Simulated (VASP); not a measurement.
GaSb: relaxation of cell and atoms with PBEsol+D3(BJ)

GaSb:

```
CELL_PARAMETERS angstrom
-2.75343 2.75343 1.59071
2.75343 -2.75343 1.59071
2.75343 2.75343 -1.59071
ATOMIC_POSITIONS crystal
Ga 0.25000 0.75000 0.50000
Sb 0.00000 0.00000 0.00000
```

```yaml
Program: VASP 6.6.1
Task: relaxation of cell and atoms
Functional: PBEsol
Dispersion: D3(BJ)
Potentials_or_basis: VASP PAW PBE potentials, release 64 (Ga_d, Sb)
Cutoff: 600 eV
k_mesh: 8 × 8 × 8
Occupations: fermi-dirac, width 0.05 eV
Spin: no spin polarisation
Dipole_correction: no
Further_INCAR_settings: ALGO = Normal; EDIFF = 1e-06; IBRION = 2; EDIFFG = -0.01; NSW = 80; ISIF = 3
```

| Item | Value |
| --- | --- |
| Relaxed volume | 21.83 Å³/atom |
| Relaxed cell | a = 4.071 Å, b = 4.071 Å, c = 4.071 Å, α = 98.18°, β = 98.18°, γ = 135.67° |
| Space group after relaxing (to 0.05 Å) | I-4m2 (No. 119) |
| Energy gained by relaxing | 42.0 meV/atom |
| Ionic steps | 10 |
| Pressure after relaxing | 0.0 GPa |
| Band gap on the k mesh | zero (band 9 reaches 9.42 eV, above the bottom of band 10 at 5.28 eV) |
| Dispersion energy per atom | -0.422 eV |

The path:
```tsv
step	energy change (eV)	largest force (eV/Å)	pressure (GPa)	volume (Å³)
1	0.0000	0.0000	-5.49	48.24
2	-0.0772	0.0000	1.68	42.70
3	-0.0829	0.0000	-0.11	43.76
4	-0.0829	0.0000	0.04	43.68
5	-0.0839	0.0000	0.15	43.59
6	-0.0839	0.0000	0.08	43.57
7	-0.0838	0.0000	0.08	43.53
8	-0.0839	0.0000	0.18	43.56
9	-0.0839	0.0000	0.12	43.57
10	-0.0839	0.0000	-0.02	43.67
```

Final structure:
```xyz
2
Lattice="-2.6661 2.6661 1.5359 2.6661 -2.6661 1.5359 2.6661 2.6661 -1.5359" Properties=species:S:1:pos:R:3 pbc="T T T"
Ga    2.6661    0.0000    0.7679
Sb    0.0000    0.0000    0.0000
```

Levels at points of the mesh, in eV from the Fermi level:
```tsv
k point	band 7	band 8	band 9	band 10	band 11	band 12
(0.00, 0.00, 0.00)	-2.64	-2.10	-2.10	3.23	5.72	7.67
(0.50, 0.00, 0.00)	-6.09	-2.47	-1.67	-1.29	2.25	3.55
(0.50, 0.50, 0.00)	-8.66	0.04	1.79	2.43	2.51	5.03
(0.50, 0.50, 0.50)	-6.22	-5.57	-5.57	3.79	5.17	11.47
```

Run time: 4.1 min on 1 thread of Intel(R) Xeon(R) Platinum 8375C CPU @ 2.90GHz (Ice Lake), with other jobs on the host, peak memory 0.25 GiB.

Caveat: the PAW data sets were made with another functional, which shifts forces and pressure a little; spin-orbit coupling is left out, which moves the levels of the heavy elements; pairwise dispersion overbinds metals, which lowers pressure and volume.
